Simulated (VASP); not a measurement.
# Ru (P6_3/mmc) in VASP: notebook, part 2 of 2

VASP 6.6.1. The steps go on from the part before.

## Step 3: Single point, PBE

The input, INCAR:

```
SYSTEM = Ru
PREC = Accurate
ENCUT = 520
EDIFF = 1E-6
ISMEAR = 0
SIGMA = 0.1
LREAL = .FALSE.
LASPH = .TRUE.
NELM = 100
ALGO = Normal
ISIF = 2
LWAVE = .FALSE.
LCHARG = .FALSE.
GGA = PE
NBANDS = 21
```

The input, KPOINTS:

```
Automatic mesh
0
G
  10 10 6
  0 0 0
```

The input, POSCAR:

```
Ru
1.0
    2.7239986100      0.0000000000      0.0000000000
   -1.3619993100      2.3590520000      0.0000000000
    0.0000000000      0.0000000000      4.3320000000
Ru
2
Direct
    0.3333333300      0.6666666700      0.2500000000
    0.6666666700      0.3333333300      0.7500000000
```

Potentials or basis: VASP PAW PBE potentials, release 64 (Ru_pv).

The run is started by

```console
> cat potpaw_PBE.64/Ru_pv/POTCAR > POTCAR
> mpirun -np 1 vasp_std > vasp.out
```

OUTCAR:

```text
SYSTEM = Ru
   PREC = Accurate
   ENCUT = 520
   EDIFF = 1E-6
   ISMEAR = 0
   LREAL = .FALSE.
   LASPH = .TRUE.
   NELM = 100
   ISIF = 2
   GGA = PE

 ion  position               nearest neighbor table
   1  0.333  0.667  0.250-   2 2.68   2 2.68   2 2.68   2 2.68   2 2.68   2 2.68
   2  0.667  0.333  0.750-   1 2.68   1 2.68   1 2.68   1 2.68   1 2.68   1 2.68

  LATTYP: Found a hexagonal cell.
 ALAT       =     2.7239986100
 C/A-ratio  =     1.5903091815

  Lattice vectors:

[... 766 lines left out ...]

  FORCE on cell =-STRESS in cart. coord.  units (eV):
  Direction    XX          YY          ZZ          XY          YZ          ZX
  --------------------------------------------------------------------------------------
  -------------------------------------------------------------------------------------
  Total       -0.1944710     -0.1944710     -1.3786116      0.0000000      0.0000000      0.0000000
  in kB      -11.1926399    -11.1926399    -79.3450181      0.0000000      0.0000000      0.0000000
  external PRESSURE =     -33.9100993 kB  Pullay stress =       0.0000000 kB

 VOLUME and BASIS-vectors are now :
 -----------------------------------------------------------------------------
  energy-cutoff  :      520.00
  volume of cell :       27.84
      direct lattice vectors                 reciprocal lattice vectors
     2.723998610  0.000000000  0.000000000     0.367107383  0.211949547  0.000000000
    -1.361999310  2.359052000  0.000000000     0.000000000  0.423899092  0.000000000
     0.000000000  0.000000000  4.332000000     0.000000000  0.000000000  0.230840259

 POSITION                                       TOTAL-FORCE (eV/Angst)
 -----------------------------------------------------------------------------------
     -0.00000      1.57270      1.08300         0.000000     -0.000000      0.000000
      1.36200      0.78635      3.24900        -0.000000      0.000000      0.000000
 -----------------------------------------------------------------------------------
    total drift:                               -0.000004      0.000003     -0.000000

  FREE ENERGIE OF THE ION-ELECTRON SYSTEM (eV)
  ---------------------------------------------------
  free  energy   TOTEN  =       -18.4462042641 eV

  energy  without entropy=      -18.4359845703  energy(sigma->0) =      -18.44109442
```

OSZICAR:

```text
N       E                     dE             d eps       ncg     rms          rms(c)
DAV:   1     0.286103635960E+03    0.28610E+03   -0.17382E+04  2360   0.147E+03
DAV:   2    -0.140162294089E+02   -0.30012E+03   -0.29101E+03  2417   0.442E+02
DAV:   3    -0.197770742983E+02   -0.57608E+01   -0.57296E+01  2727   0.684E+01
DAV:   4    -0.198196194130E+02   -0.42545E-01   -0.42494E-01  3005   0.560E+00
DAV:   5    -0.198201147665E+02   -0.49535E-03   -0.49069E-03  2690   0.548E-01    0.167E+01
DAV:   6    -0.185231898780E+02    0.12969E+01   -0.31418E+00  2677   0.169E+01    0.422E+00
DAV:   7    -0.184534264967E+02    0.69763E-01   -0.38051E-01  2737   0.452E+00    0.101E+00
DAV:   8    -0.184464891246E+02    0.69374E-02   -0.17367E-02  2545   0.100E+00    0.282E-01
DAV:   9    -0.184461967487E+02    0.29238E-03   -0.80849E-04  2702   0.301E-01    0.329E-02
DAV:  10    -0.184462079036E+02   -0.11155E-04   -0.55580E-05  2667   0.765E-02    0.191E-02
DAV:  11    -0.184462045032E+02    0.34004E-05   -0.11412E-05  2667   0.317E-02    0.203E-03
DAV:  12    -0.184462042641E+02    0.23912E-06   -0.11406E-07  1546   0.389E-03
   1 F= -.18446204E+02 E0= -.18441094E+02  d E =-.102197E-01
```

It took 14 s on 1 thread of Intel Xeon Platinum 8488C (Sapphire Rapids), shared host; peak memory 0.15 GiB.

Results:

```
Free energy            : -18.4462 eV
Pressure               : -3.4 GPa
Band gap on the k mesh : zero (band 14 reaches 13.95 eV, above the bottom of band 15 at 10.88 eV)
```

Stress tensor (GPa, compression positive):
```
-1.12  0.00  0.00
 0.00 -1.12  0.00
 0.00  0.00 -7.93
```

Levels at points of the mesh, in eV from the Fermi level:
```tsv
k point	band 10	band 11	band 12	band 13	band 14	band 15	band 16	band 17	band 18	band 19
(0.00, 0.00, 0.00)	-2.51	-2.40	-1.87	-1.87	-1.32	-1.32	1.12	1.12	1.20	9.92
(0.50, 0.00, 0.00)	-2.89	-2.05	-1.75	-1.52	1.37	1.76	1.79	3.92	5.94	10.42
(0.00, 0.00, 0.50)	-2.68	-2.66	-2.66	-2.66	-2.66	0.50	0.50	0.50	0.50	10.43
(0.50, 0.00, 0.50)	-4.40	-1.02	-1.02	0.41	0.41	1.61	1.61	3.28	3.28	10.25
```

## Step 4: Single point, PBE

The input, INCAR:

```
ALGO     = Normal         # electronic algorithm
EDIFF    = 1E-6           # SCF threshold, eV
ENCUT    = 520            # plane-wave cutoff, eV
GGA      = PE             # functional
ISIF     = 2              # what is computed and relaxed
ISMEAR   = 0              # smearing method
LASPH    = T              # aspherical terms in the spheres
LCHARG   = F              # write CHGCAR
LREAL    = F              # projectors in reciprocal space
LWAVE    = F              # write WAVECAR
NBANDS   = 21             # bands
NELM     = 80             # most SCF steps
PREC     = Accurate       # precision mode
SIGMA    = 0.1            # smearing width, eV
```

The input, KPOINTS:

```
k-points
0
Gamma
  10 10 6
```

POSCAR is that of step 3.

Potentials or basis: VASP PAW PBE potentials, release 64 (Ru_pv).

The run is started by

```console
> cat potpaw_PBE.64/Ru_pv/POTCAR > POTCAR
> mpirun -np 1 vasp_std > vasp.out
```

OUTCAR:

```text
EDIFF = 1E-6
   ENCUT = 520
   GGA = PE
   ISIF = 2
   ISMEAR = 0
   LASPH = T
   LREAL = F
   NELM = 80
   PREC = Accurate

 ion  position               nearest neighbor table
   1  0.333  0.667  0.250-   2 2.68   2 2.68   2 2.68   2 2.68   2 2.68   2 2.68
   2  0.667  0.333  0.750-   1 2.68   1 2.68   1 2.68   1 2.68   1 2.68   1 2.68

  LATTYP: Found a hexagonal cell.
 ALAT       =     2.7239986100
 C/A-ratio  =     1.5903091815

  Lattice vectors:

[... 763 lines left out ...]
 [... further k-points ...]

------------------------ aborting loop because EDIFF is reached ----------------------------------------

  FORCE on cell =-STRESS in cart. coord.  units (eV):
  Direction    XX          YY          ZZ          XY          YZ          ZX
  --------------------------------------------------------------------------------------
  -------------------------------------------------------------------------------------
  Total       -0.1944710     -0.1944710     -1.3786116      0.0000000      0.0000000      0.0000000
  in kB      -11.1926399    -11.1926399    -79.3450181      0.0000000      0.0000000      0.0000000
  external PRESSURE =     -33.9100993 kB  Pullay stress =       0.0000000 kB

 VOLUME and BASIS-vectors are now :
 -----------------------------------------------------------------------------
  energy-cutoff  :      520.00
  volume of cell :       27.84
      direct lattice vectors                 reciprocal lattice vectors
     2.723998610  0.000000000  0.000000000     0.367107383  0.211949547  0.000000000
    -1.361999310  2.359052000  0.000000000     0.000000000  0.423899092  0.000000000
     0.000000000  0.000000000  4.332000000     0.000000000  0.000000000  0.230840259

 POSITION                                       TOTAL-FORCE (eV/Angst)
 -----------------------------------------------------------------------------------
     -0.00000      1.57270      1.08300         0.000000     -0.000000      0.000000
      1.36200      0.78635      3.24900        -0.000000      0.000000      0.000000
 -----------------------------------------------------------------------------------
    total drift:                               -0.000004      0.000003     -0.000000

  FREE ENERGIE OF THE ION-ELECTRON SYSTEM (eV)
  ---------------------------------------------------
  free  energy   TOTEN  =       -18.4462042641 eV

  energy  without entropy=      -18.4359845703  energy(sigma->0) =      -18.44109442
```

OSZICAR:

```text
N       E                     dE             d eps       ncg     rms          rms(c)
DAV:   1     0.286103635960E+03    0.28610E+03   -0.17382E+04  2360   0.147E+03
DAV:   2    -0.140162294089E+02   -0.30012E+03   -0.29101E+03  2417   0.442E+02
DAV:   3    -0.197770742983E+02   -0.57608E+01   -0.57296E+01  2727   0.684E+01
DAV:   4    -0.198196194130E+02   -0.42545E-01   -0.42494E-01  3005   0.560E+00
DAV:   5    -0.198201147665E+02   -0.49535E-03   -0.49069E-03  2690   0.548E-01    0.167E+01
DAV:   6    -0.185231898780E+02    0.12969E+01   -0.31418E+00  2677   0.169E+01    0.422E+00
DAV:   7    -0.184534264967E+02    0.69763E-01   -0.38051E-01  2737   0.452E+00    0.101E+00
DAV:   8    -0.184464891246E+02    0.69374E-02   -0.17367E-02  2545   0.100E+00    0.282E-01
DAV:   9    -0.184461967487E+02    0.29238E-03   -0.80849E-04  2702   0.301E-01    0.329E-02
DAV:  10    -0.184462079036E+02   -0.11155E-04   -0.55580E-05  2667   0.765E-02    0.191E-02
DAV:  11    -0.184462045032E+02    0.34004E-05   -0.11412E-05  2667   0.317E-02    0.203E-03
DAV:  12    -0.184462042641E+02    0.23912E-06   -0.11406E-07  1546   0.389E-03
   1 F= -.18446204E+02 E0= -.18441094E+02  d E =-.102197E-01
```

stdout:

```text
POSCAR found type information on POSCAR Ru
 POSCAR found :  1 types and       2 ions
 scaLAPACK will be used
 LDA part: xc-table for (Slater+PW92), standard interpolation
 POSCAR, INCAR and KPOINTS ok, starting setup
 FFT: planning ... GRIDC
 FFT: planning ... GRID_SOFT
 FFT: planning ... GRID
 WAVECAR not read
 entering main loop
```

Run time: 14 s. Hardware: 1 thread of Intel Xeon Platinum 8488C (Sapphire Rapids), shared host; peak memory 0.15 GiB.

What came out:

```
Free energy            : -18.4462 eV
Pressure               : -3.4 GPa
Band gap on the k mesh : zero (band 14 reaches 13.95 eV, above the bottom of band 15 at 10.88 eV)
```
